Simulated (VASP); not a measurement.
# Eu (Im-3m) in VASP: notebook

The runs below take Eu through single point, with PBE.

All numbers are computed with VASP 6.6.1; they aren't measurements. Logs are shortened: lines on timing, memory, paths and dates and some standing lists are left out, and cuts for length are marked.

**1. The cell of the first run**

Symmetry: Im-3m, No. 229, cubic system. Conventional cell: a = 4.667 Å, b = 4.667 Å, c = 4.667 Å, α = 90.00°, β = 90.00°, γ = 90.00°. Within 5.3 Å of Eu (site symmetry m-3m) lie 14 Eu at 4.04 to 4.67 Å.

**2. Single point, PBE, collinear spin, ferromagnetic start (50.81 Å³/atom)**

Contents of INCAR:

```
SYSTEM = Eu
ALGO     = Normal         ! electronic algorithm
EDIFF    = 1E-7           ! SCF threshold, eV
ENCUT    = 520            ! plane-wave cutoff, eV
GGA      = PE             ! functional
ISIF     = 2              ! what is computed and relaxed
ISMEAR   = -1             ! smearing method
ISPIN    = 2              ! spin polarisation
LASPH    = .True.         ! aspherical terms in the spheres
LCHARG   = .False.        ! write CHGCAR
LMAXMIX  = 6              ! l up to which the mixer works
LORBIT   = 11             ! projections on sites
LREAL    = .False.        ! projectors in reciprocal space
LWAVE    = .False.        ! write WAVECAR
MAGMOM   = 7              ! initial moments
NBANDS   = 18             ! bands
NELM     = 150            ! most SCF steps
PREC     = Accurate       ! precision mode
SIGMA    = 0.05           ! smearing width, eV
```

Contents of KPOINTS:

```
k-points
0
Gamma
  10 10 10
  0 0 0
```

Contents of POSCAR:

```
Eu
1.0
   -2.3333061070      2.3333061070      2.3333061070
    2.3333061070     -2.3333061070      2.3333061070
    2.3333061070      2.3333061070     -2.3333061070
Eu
1
Direct
    0.0000000000      0.0000000000      0.0000000000
```

Potentials or basis: VASP PAW PBE potentials, release 64 (Eu).

Launch:

```console
cat potpaw_PBE.64/Eu/POTCAR > POTCAR
mpirun -np 1 vasp_std > vasp.out
```

OUTCAR:

```text
SYSTEM = Eu
   EDIFF = 1E-7
   ENCUT = 520
   GGA = PE
   ISIF = 2
   ISMEAR = -1
   ISPIN = 2
   LASPH = .True.
   LORBIT = 11
   LREAL = .False.
   NELM = 150
   PREC = Accurate

 ion  position               nearest neighbor table
   1  0.000  0.000  0.000-

  LATTYP: Found a body centered cubic cell.
 ALAT       =     4.6666122140

  Lattice vectors:

 A1 = (  -2.3333061070,   2.3333061070,   2.3333061070)
 A2 = (   2.3333061070,  -2.3333061070,   2.3333061070)
 A3 = (   2.3333061070,   2.3333061070,  -2.3333061070)

Analysis of symmetry for initial positions (statically):
=====================================================================
 Subroutine PRICEL returns:
 Original cell was already a primitive cell.

 Routine SETGRP: Setting up the symmetry group for a
 body centered cubic supercell.

 Subroutine GETGRP returns: Found 48 space group operations
 (whereof 48 operations were pure point group operations)
 out of a pool of 48 trial point group operations.

The static configuration has the point symmetry O_h .

Analysis of symmetry for dynamics (positions and initial velocities):
=====================================================================
 Subroutine PRICEL returns:
 Original cell was already a primitive cell.

 Routine SETGRP: Setting up the symmetry group for a
 body centered cubic supercell.

 Subroutine GETGRP returns: Found 48 space group operations
 (whereof 48 operations were pure point group operations)
 out of a pool of 48 trial point group operations.

The dynamic configuration has the point symmetry O_h .

Analysis of structural, dynamic, and magnetic symmetry:
=====================================================================
 Subroutine PRICEL returns:
 Original cell was already a primitive cell.

 Routine SETGRP: Setting up the symmetry group for a
 body centered cubic supercell.

 Subroutine GETGRP returns: Found 48 space group operations
 (whereof 48 operations were pure point group operations)
 out of a pool of 48 trial point group operations.

The overall configuration has the point symmetry O_h .

 Subroutine INISYM returns: Found 48 space group operations
 (whereof 48 operations are pure point group operations),
 and found     1 'primitive' translations

----------------------------------------------------------------------------------------

                                     Primitive cell

  volume of cell :      50.8130

  direct lattice vectors                    reciprocal lattice vectors
    -2.333306107  2.333306107  2.333306107     0.000000000  0.214288215  0.214288215
     2.333306107 -2.333306107  2.333306107     0.214288215  0.000000000  0.214288215
[... 100 lines left out ...]
   IALGO  =     38    algorithm
   IMIX   =      4    mixing-type and parameters
     AMIX     =   0.40;   BMIX     =  1.00
     AMIX_MAG =   1.60;   BMIX_MAG =  1.00
  volume/ion in A,a.u.               =      50.81       342.90
  Fermi-wavevector in a.u.,A,eV,Ry     =   1.136491  2.147657 17.573453  1.291612
  Thomas-Fermi vector in A             =   2.273196
   LORBIT       =     11    0 simple, 1 ext, 2 COOP (PROOUT), +10 PAW based schemes
   GGA     = PE    functional components
   LHFCALC =     F    Hartree Fock is set to
   AEXX    =    0.0000 exact exchange contribution
   IVDW    =     0    specifies the selected vdW correction
   LEPSILON=     F    determine dielectric tensor
   LRPA    =     F    only Hartree local field effects (RPA)
 spin polarized calculation
  energy-cutoff  :      520.00
  volume of cell :       50.81
 maximum number of plane-waves:      1409
   NGX = 15   NGY = 15   NGZ = 15

 number of electron      16.9999995 magnetization       7.4080744

 Free energy of the ion-electron system (eV)
  ---------------------------------------------------
  ext. energy  EPLUGINS =         0.00000000
  ---------------------------------------------------
  free energy    TOTEN  =       -11.37676451 eV

  energy without entropy =      -11.36227306  energy(sigma->0) =      -11.36951879

 E-fermi :   1.4640     XC(G=0):  -8.0969

 val. band max:        1.4581027167   @ k =   0.3000   0.3000   0.0000
 cond. band min:       1.4682504448   @ k =   0.3000   0.2000   0.2000
 fundamental gap:      0.0101477281
 Fermi energy:         1.4639881891

 spin component 1

 k-point     1 :       0.0000    0.0000    0.0000
  band No.  band energies     occupation
      1     -40.3471      1.00000
      2     -19.0184      1.00000
      3     -19.0184      1.00000
      4     -19.0184      1.00000
      5      -2.6523      1.00000
      6       0.9519      0.99996
[... 493 lines left out ...]
     17       4.9483      0.00000
     18       8.5353      0.00000

 [... further k-points ...]

 spin component 2

 k-point     1 :       0.0000    0.0000    0.0000
  band No.  band energies     occupation
      1     -37.1875      1.00000
      2     -16.6772      1.00000
      3     -16.6772      1.00000
      4     -16.6772      1.00000
      5      -1.9127      1.00000
      6       4.0594      0.00000
[... 493 lines left out ...]
     17       6.3302      0.00000
     18       9.6872      0.00000

 [... further k-points ...]

------------------------ aborting loop because EDIFF is reached ----------------------------------------

  FORCE on cell =-STRESS in cart. coord.  units (eV):
  Direction    XX          YY          ZZ          XY          YZ          ZX
  --------------------------------------------------------------------------------------
  -------------------------------------------------------------------------------------
  Total       -0.6772533     -0.6772533     -0.6772533      0.0000000      0.0000000      0.0000000
  in kB      -21.3543599    -21.3543599    -21.3543599      0.0000000      0.0000000      0.0000000
  external PRESSURE =     -21.3543599 kB  Pullay stress =       0.0000000 kB

 VOLUME and BASIS-vectors are now :
 -----------------------------------------------------------------------------
  energy-cutoff  :      520.00
  volume of cell :       50.81
      direct lattice vectors                 reciprocal lattice vectors
    -2.333306107  2.333306107  2.333306107     0.000000000  0.214288215  0.214288215
     2.333306107 -2.333306107  2.333306107     0.214288215  0.000000000  0.214288215
     2.333306107  2.333306107 -2.333306107     0.214288215  0.214288215  0.000000000

 POSITION                                       TOTAL-FORCE (eV/Angst)
 -----------------------------------------------------------------------------------
      0.00000      0.00000      0.00000         0.000000      0.000000     -0.000000
 -----------------------------------------------------------------------------------
    total drift:                               -0.000000     -0.000000      0.000000

  FREE ENERGIE OF THE ION-ELECTRON SYSTEM (eV)
  ---------------------------------------------------
  free  energy   TOTEN  =       -11.3767645083 eV

  energy  without entropy=      -11.3622730626  energy(sigma->0) =      -11.36951879

 total charge

# of ion       s       p       d       f       tot
--------------------------------------------------
    1        2.076   5.722   0.221   6.696  14.716

 magnetization (x)

# of ion       s       p       d       f       tot
--------------------------------------------------
    1       -0.005  -0.097   0.123   6.695   6.715
```

Run time: 96 s. Hardware: 1 thread of AMD EPYC 9R45 (Zen 5), shared host; peak memory 0.21 GiB.

What came out:

* Free energy: -11.3768 eV
* Pressure: -2.1 GPa
* Net moment: 7.41 μB per cell
* Site moments: Eu +6.71 μB
* Valence electrons inside the program's atomic spheres: Eu 14.72

Caveat: spin-orbit coupling is left out, which moves the levels of the heavy elements; semilocal functionals describe open f shells poorly, which spoils levels, moments and volumes.

**3. Single point, PBE, collinear spin, ferromagnetic start (53.74 Å³/atom)**

This run uses another cell than the first one, of 53.74 Å³/atom.

Contents of INCAR:

```
SYSTEM = Eu
  ALGO = Normal
  EDIFF = 1E-6
  ENCUT = 520
  GGA = PE
  ISIF = 2
  ISMEAR = -1
  ISPIN = 2
  LASPH = .TRUE.
  LCHARG = .FALSE.
  LMAXMIX = 6
  LORBIT = 11
  LREAL = .FALSE.
  LWAVE = .FALSE.
  MAGMOM = 7
  NBANDS = 18
  NELM = 150
  PREC = Accurate
  SIGMA = 0.05
```

Contents of KPOINTS:

```
k-points
0
G
  10 10 10
  0 0 0
```

Contents of POSCAR:

```
Eu
1.0
   -2.3773411059      2.3773411059      2.3773411059
    2.3773411059     -2.3773411059      2.3773411059
    2.3773411059      2.3773411059     -2.3773411059
Eu
1
Direct
    0.0000000000      0.0000000000      0.0000000000
```

Potentials or basis: VASP PAW PBE potentials, release 64 (Eu).

Launch:

```console
cat potpaw_PBE.64/Eu/POTCAR > POTCAR
mpirun -np 1 vasp_std > vasp.out
```

OUTCAR:

```text
SYSTEM = Eu
   EDIFF = 1E-6
   ENCUT = 520
   GGA = PE
   ISIF = 2
   ISMEAR = -1
   ISPIN = 2
   LASPH = .TRUE.
   LORBIT = 11
   LREAL = .FALSE.
   NELM = 150
   PREC = Accurate

 ion  position               nearest neighbor table
   1  0.000  0.000  0.000-

  LATTYP: Found a body centered cubic cell.
 ALAT       =     4.7546822118

  Lattice vectors:

 A1 = (  -2.3773411059,   2.3773411059,   2.3773411059)
 A2 = (   2.3773411059,  -2.3773411059,   2.3773411059)
 A3 = (   2.3773411059,   2.3773411059,  -2.3773411059)

Analysis of symmetry for initial positions (statically):
=====================================================================
 Subroutine PRICEL returns:
 Original cell was already a primitive cell.

 Routine SETGRP: Setting up the symmetry group for a
 body centered cubic supercell.

 Subroutine GETGRP returns: Found 48 space group operations
 (whereof 48 operations were pure point group operations)
 out of a pool of 48 trial point group operations.

The static configuration has the point symmetry O_h .

Analysis of symmetry for dynamics (positions and initial velocities):
[... 686 lines left out ...]

 k-point     1 :       0.0000    0.0000    0.0000
  band No.  band energies     occupation
      1     -37.4126      1.00000
      2     -16.9333      1.00000
      3     -16.9333      1.00000
      4     -16.9333      1.00000
      5      -2.0290      1.00000
      6       3.8166      0.00000
[... 493 lines left out ...]
     17       6.0474      0.00000
     18       9.1117      0.00000

 [... further k-points ...]

------------------------ aborting loop because EDIFF is reached ----------------------------------------

  FORCE on cell =-STRESS in cart. coord.  units (eV):
  Direction    XX          YY          ZZ          XY          YZ          ZX
  --------------------------------------------------------------------------------------
  -------------------------------------------------------------------------------------
  Total       -0.8246283     -0.8246283     -0.8246283      0.0000000      0.0000000      0.0000000
  in kB      -24.5829688    -24.5829688    -24.5829688      0.0000000      0.0000000      0.0000000
  external PRESSURE =     -24.5829688 kB  Pullay stress =       0.0000000 kB

 VOLUME and BASIS-vectors are now :
 -----------------------------------------------------------------------------
  energy-cutoff  :      520.00
  volume of cell :       53.74
      direct lattice vectors                 reciprocal lattice vectors
    -2.377341106  2.377341106  2.377341106     0.000000000  0.210318998  0.210318998
     2.377341106 -2.377341106  2.377341106     0.210318998  0.000000000  0.210318998
     2.377341106  2.377341106 -2.377341106     0.210318998  0.210318998  0.000000000

 POSITION                                       TOTAL-FORCE (eV/Angst)
 -----------------------------------------------------------------------------------
      0.00000      0.00000      0.00000         0.000000      0.000000      0.000000
 -----------------------------------------------------------------------------------
    total drift:                                0.000000      0.000000     -0.000000

  FREE ENERGIE OF THE ION-ELECTRON SYSTEM (eV)
  ---------------------------------------------------
  free  energy   TOTEN  =       -11.3357706932 eV

  energy  without entropy=      -11.3210587040  energy(sigma->0) =      -11.32841470

 total charge

# of ion       s       p       d       f       tot
--------------------------------------------------
    1        2.075   5.724   0.203   6.711  14.713

 magnetization (x)

# of ion       s       p       d       f       tot
--------------------------------------------------
    1       -0.005  -0.099   0.113   6.710   6.719
```

OSZICAR:

```text
N       E                     dE             d eps       ncg     rms          rms(c)
DAV:   1     0.116933236669E+03    0.11693E+03   -0.65916E+03  3914   0.388E+03
DAV:   2     0.128247250450E+02   -0.10411E+03   -0.91439E+02  4384   0.266E+02
DAV:   3    -0.732788844421E+01   -0.20153E+02   -0.19824E+02  5228   0.110E+02
[... 11 lines left out ...]
DAV:  15    -0.113357873153E+02    0.56916E-04   -0.10975E-04  6316   0.177E-01    0.535E-01
DAV:  16    -0.113357663705E+02    0.20945E-04   -0.12206E-04  5372   0.201E-01    0.850E-02
DAV:  17    -0.113357695119E+02   -0.31414E-05   -0.18280E-05  5890   0.246E-02    0.552E-02
DAV:  18    -0.113357711247E+02   -0.16128E-05   -0.24100E-06  4544   0.153E-02    0.264E-02
DAV:  19    -0.113357706932E+02    0.43154E-06   -0.72453E-07  3196   0.182E-02
   1 F= -.11335771E+02 E0= -.11328415E+02  d E =-.147120E-01  mag=     7.4010
```

stdout:

```text
POSCAR found type information on POSCAR Eu
 POSCAR found :  1 types and       1 ions
 scaLAPACK will be used
 LDA part: xc-table for (Slater+PW92), standard interpolation
 POSCAR, INCAR and KPOINTS ok, starting setup
 FFT: planning ... GRIDC
 FFT: planning ... GRID_SOFT
 FFT: planning ... GRID
 WAVECAR not read
 entering main loop
```

It took 90 s on 1 thread of AMD EPYC 9R45 (Zen 5), shared host; peak memory 0.22 GiB.

What came out:

```yaml
Free_energy: -11.3358 eV
Pressure: -2.5 GPa
Net_moment: 7.40 μB per cell
Site_moments: Eu +6.72 μB
Valence_electrons_inside_the_program's_atomic_spheres: Eu 14.71
```

Levels at points of the mesh, in eV from the Fermi level:
Spin up:
```csv
k point,band 8,band 9,band 10,band 11,band 12,band 13,band 14,band 15,band 16,band 17
"(0.00, 0.00, 0.00)",-0.50,-0.41,-0.41,-0.41,-0.38,1.63,1.63,1.63,2.95,2.95
"(0.50, 0.00, 0.00)",-0.49,-0.43,-0.41,-0.41,-0.40,0.28,0.54,2.78,3.39,4.63
"(0.50, 0.50, 0.50)",-0.49,-0.49,-0.49,-0.38,-0.38,-0.38,3.79,3.79,3.79,4.24
```
Spin down:
```csv
k point,band 3,band 4,band 5,band 6,band 7,band 8
"(0.00, 0.00, 0.00)",-18.21,-18.21,-3.31,2.54,2.54,2.54
"(0.50, 0.00, 0.00)",-18.29,-18.21,-0.74,0.97,1.36,3.85
"(0.50, 0.50, 0.50)",-18.39,-18.39,0.10,0.10,3.71,3.71
```

Caveat: spin-orbit coupling is left out, which moves the levels of the heavy elements; semilocal functionals describe open f shells poorly, which spoils levels, moments and volumes. The state reached can hang on the start; a lower one may exist.
